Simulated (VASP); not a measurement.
# AlN (Fm-3m) in VASP: elastic constants with PBEsol

Aim: the elastic constants of AlN with PBEsol.

All numbers are computed with VASP 6.6.1; they aren't measurements. Logs are shortened: lines on timing, memory, paths and dates and some standing lists are left out, and cuts for length are marked.

### 1 The cell of the first run

It takes space group Fm-3m (No. 225, cubic). The conventional cell has a = 4.045 Å, b = 4.045 Å, c = 4.045 Å, α = 90.00°, β = 90.00°, γ = 90.00°. Al (site symmetry m-3m) has 6 N at 2.02 Å within 2.7 Å. N (site symmetry m-3m) has 6 Al at 2.02 Å within 2.7 Å.

### 2 Elastic constants, PBEsol

Contents of INCAR:

```
PREC = Accurate
ENCUT = 600
EDIFF = 1E-8
ISMEAR = 0
SIGMA = 0.01
LREAL = False
LASPH = True
NELM = 120
ALGO = Normal
ISIF = 3
LWAVE = False
LCHARG = True
GGA = PS
IBRION = 6
NFREE = 2
POTIM = 0.015
NSW = 1
GGA_COMPAT = False
```

Contents of KPOINTS:

```
regular mesh
0
Gamma
  10 10 10
```

Contents of POSCAR:

```
AlN
1.0
    0.0000000000      2.0226210045      2.0226210045
    2.0226210045      0.0000000000      2.0226210045
    2.0226210045      2.0226210045      0.0000000000
Al N
1 1
Direct
    0.5000000000      0.5000000000      0.5000000000
    0.0000000000      0.0000000000      0.0000000000
```

Potentials or basis: VASP PAW PBE potentials, release 64 (Al, N).

On the command line:

```bash
> cat potpaw_PBE.64/Al/POTCAR potpaw_PBE.64/N/POTCAR > POTCAR
> mpirun -np 1 vasp_std > vasp.out
```

OUTCAR:

```text
PREC = Accurate
   ENCUT = 600
   EDIFF = 1E-8
   ISMEAR = 0
   LREAL = False
   LASPH = True
   NELM = 120
   ISIF = 3
   GGA = PS
   IBRION = 6
   NFREE = 2
   POTIM = 0.015
   NSW = 1

 ion  position               nearest neighbor table
   1  0.500  0.500  0.500-   2 2.02   2 2.02   2 2.02   2 2.02   2 2.02   2 2.02
   2  0.000  0.000  0.000-   1 2.02   1 2.02   1 2.02   1 2.02   1 2.02   1 2.02

  LATTYP: Found a face centered cubic cell.
 ALAT       =     4.0452420090

  Lattice vectors:

 A1 = (   0.0000000000,   2.0226210045,   2.0226210045)
 A2 = (   2.0226210045,   0.0000000000,   2.0226210045)
 A3 = (   2.0226210045,   2.0226210045,   0.0000000000)

Analysis of symmetry for initial positions (statically):
=====================================================================
 Subroutine PRICEL returns:
 Original cell was already a primitive cell.

 Routine SETGRP: Setting up the symmetry group for a
 face centered cubic supercell.

 Subroutine GETGRP returns: Found 48 space group operations
 (whereof 48 operations were pure point group operations)
 out of a pool of 48 trial point group operations.

The static configuration has the point symmetry O_h .

Analysis of symmetry for dynamics (positions and initial velocities):
=====================================================================
 Subroutine PRICEL returns:
 Original cell was already a primitive cell.

 Routine SETGRP: Setting up the symmetry group for a
 face centered cubic supercell.

 Subroutine GETGRP returns: Found 48 space group operations
 (whereof 48 operations were pure point group operations)
 out of a pool of 48 trial point group operations.

The dynamic configuration has the point symmetry O_h .

 Subroutine INISYM returns: Found 48 space group operations
 (whereof 48 operations are pure point group operations),
 and found     1 'primitive' translations

----------------------------------------------------------------------------------------

                                     Primitive cell

[... 595 lines left out ...]

 Free energy of the ion-electron system (eV)
  ---------------------------------------------------
  ext. energy  EPLUGINS =         0.00000000
  ---------------------------------------------------
  free energy    TOTEN  =       -15.44988699 eV

  energy without entropy =      -15.44988699  energy(sigma->0) =      -15.44988699

 E-fermi :   9.9385     XC(G=0): -12.4455

 val. band max:        9.8675319617   @ k =   0.0000   0.0000   0.0000
 cond. band min:      14.4077912583   @ k =   0.5000   0.5000   0.0000
 fundamental gap:      4.5402592966
 Fermi energy:         9.9385325652

 k-point     1 :       0.0000    0.0000    0.0000
  band No.  band energies     occupation
      1      -7.6701      2.00000
      2       9.8665      2.00000
      3       9.8675      2.00000
      4       9.8675      2.00000
      5      15.5163      0.00000
      6      21.8894      0.00000
      7      21.8896      0.00000
      8      21.8896      0.00000
[... 282 lines left out ...]
  FREE ENERGIE OF THE ION-ELECTRON SYSTEM (eV)
  ---------------------------------------------------
  free  energy   TOTEN  =       -15.4498869872 eV

  energy  without entropy=      -15.4498869872  energy(sigma->0) =      -15.44988699

 INTERNAL STRAIN TENSORS FROM STRAINED CELLS
 ============================================

 INTERNAL STRAIN TENSOR FOR ION    1 for displacements in x,y,z  (eV/Angst):
          X           Y           Z          XY          YZ          ZX
  --------------------------------------------------------------------------------
  x     0.00000     0.00000    -0.00000    -0.00000     0.00000     0.00000
  y     0.00000     0.00000     0.00000    -0.00000    -0.00000     0.00000
  z     0.00000    -0.00000     0.00000     0.00000     0.00000    -0.00000

 INTERNAL STRAIN TENSORS FROM DISPLACED ATOMS
 ============================================

 INTERNAL STRAIN TENSOR FOR ION    1 for displacements in x,y,z  (eV/Angst):
          X           Y           Z          XY          YZ          ZX
  --------------------------------------------------------------------------------
  x     0.00000     0.00000     0.00000     0.00000     0.00000     0.00000
  y     0.00000     0.00000     0.00000     0.00000     0.00000     0.00000
  z     0.00000     0.00000     0.00000     0.00000     0.00000     0.00000

 INTERNAL STRAIN TENSOR FOR ION    2 for displacements in x,y,z  (eV/Angst):
          X           Y           Z          XY          YZ          ZX
  --------------------------------------------------------------------------------
  x     0.00000     0.00000     0.00000     0.00000     0.00000     0.00000
  y     0.00000     0.00000     0.00000     0.00000     0.00000     0.00000
  z     0.00000     0.00000     0.00000     0.00000     0.00000     0.00000

 Eigenvectors and eigenvalues of the dynamical matrix
 ----------------------------------------------------

   1 f  =   13.964474 THz    87.741381 2PiTHz  465.804728 cm-1    57.752400 meV
             X         Y         Z           dx          dy          dz
      2.022621  2.022621  2.022621    -0.413325   -0.413325   -0.000000
      0.000000  0.000000  0.000000     0.573727    0.573727   -0.000000
[... 21 lines left out ...]
   6 f/i=    0.000541 THz     0.003402 2PiTHz    0.018059 cm-1     0.002239 meV
             X         Y         Z           dx          dy          dz
      2.022621  2.022621  2.022621     0.015616    0.040959   -0.810188
      0.000000  0.000000  0.000000     0.011250    0.029507   -0.583676

--------------------------------------------------------------------------------------------------------

 ELASTIC MODULI CONTR FROM IONIC RELAXATION (kBar)
 Direction    XX          YY          ZZ          XY          YZ          ZX
 --------------------------------------------------------------------------------
 XX           0.0000      0.0000      0.0000      0.0000      0.0000      0.0000
 YY           0.0000      0.0000      0.0000      0.0000      0.0000      0.0000
 ZZ           0.0000      0.0000      0.0000      0.0000      0.0000      0.0000
 XY           0.0000      0.0000      0.0000      0.0000      0.0000      0.0000
 YZ           0.0000      0.0000      0.0000      0.0000      0.0000      0.0000
 ZX           0.0000      0.0000      0.0000      0.0000      0.0000      0.0000
 --------------------------------------------------------------------------------

 TOTAL ELASTIC MODULI (kBar)
 Direction    XX          YY          ZZ          XY          YZ          ZX
 --------------------------------------------------------------------------------
 XX        4548.7711   1671.1983   1671.1983      0.0000     -0.0000      0.0000
 YY        1671.1983   4548.7711   1671.1983     -0.0000     -0.0000      0.0000
 ZZ        1671.1983   1671.1983   4548.7711     -0.0000     -0.0000     -0.0000
 XY           0.0000     -0.0000     -0.0000   3114.9476      0.0000      0.0000
 YZ          -0.0000     -0.0000     -0.0000      0.0000   3114.9476      0.0000
 ZX           0.0000      0.0000     -0.0000      0.0000      0.0000   3114.9476
 --------------------------------------------------------------------------------
```

OSZICAR:

```text
N       E                     dE             d eps       ncg     rms          rms(c)
DAV:   1     0.107000023298E+02    0.10700E+02   -0.46584E+03   752   0.103E+03
DAV:   2    -0.166394946223E+02   -0.27339E+02   -0.25954E+02  1080   0.151E+02
[... 168 lines left out ...]
DAV:   3    -0.154498820410E+02    0.80064E-03   -0.30617E-03  2072   0.497E-01    0.354E-02
DAV:   4    -0.154498918945E+02   -0.98535E-05   -0.16872E-04  1864   0.141E-01    0.257E-02
DAV:   5    -0.154498872406E+02    0.46539E-05   -0.85745E-06  2416   0.287E-02    0.749E-03
DAV:   6    -0.154498869986E+02    0.24202E-06   -0.20409E-06  1912   0.144E-02    0.315E-03
DAV:   7    -0.154498869856E+02    0.12934E-07   -0.99079E-08  1920   0.356E-03    0.128E-03
DAV:   8    -0.154498869872E+02   -0.15061E-08   -0.13416E-08  1128   0.109E-03
  17 F= -.15449887E+02 E0= -.15449887E+02  d E =-.161758E-26
```

stdout:

```text
POSCAR found type information on POSCAR AlN
 POSCAR found :  2 types and       2 ions
 scaLAPACK will be used
 -----------------------------------------------------------------------------
|                                                                             |
|                                                                             |
|     You enforced a specific xc type in the INCAR file but a different       |
|     I HOPE YOU KNOW WHAT YOU ARE DOING!                                     |
[... 32 lines left out ...]
 Finite differences progress:
 bond charge predicted
 Finite differences progress:
 bond charge predicted
 Finite differences progress:
 bond charge predicted
 Finite differences progress:
 bond charge predicted
 Finite differences progress:
 bond charge predicted
 Finite differences progress:
 bond charge predicted
 Finite differences progress:
```

It took 2.1 min on 1 thread of Intel Xeon Platinum 8488C (Sapphire Rapids), shared host; peak memory 0.22 GiB.

Results:

| Item | Value |
| --- | --- |
| Elastic constants C11, C12, C44 | 455, 167, 311 GPa |
| Voigt bulk modulus | 263 GPa |
| Highest phonon frequency at Γ, LO-TO splitting left out | 466 cm⁻¹ |

Phonon frequencies in cm⁻¹ (negative: imaginary):
| q point | frequencies |
| --- | --- |
| (0.000, 0.000, 0.000) | 0 0 0 466 466 466 |

Elastic tensor in Voigt notation (GPa, in the Cartesian axes of the cell as first typed):
```
455 167 167   0   0   0
167 455 167   0   0   0
167 167 455   0   0   0
  0   0   0 311   0   0
  0   0   0   0 311   0
  0   0   0   0   0 311
```

Clamped-ion elastic tensor (GPa):
```
455 167 167   0   0   0
167 455 167   0   0   0
167 167 455   0   0   0
  0   0   0 311   0   0
  0   0   0   0 311   0
  0   0   0   0   0 311
```

Caveat: the PAW data sets were made with another functional, which shifts forces and pressure a little.
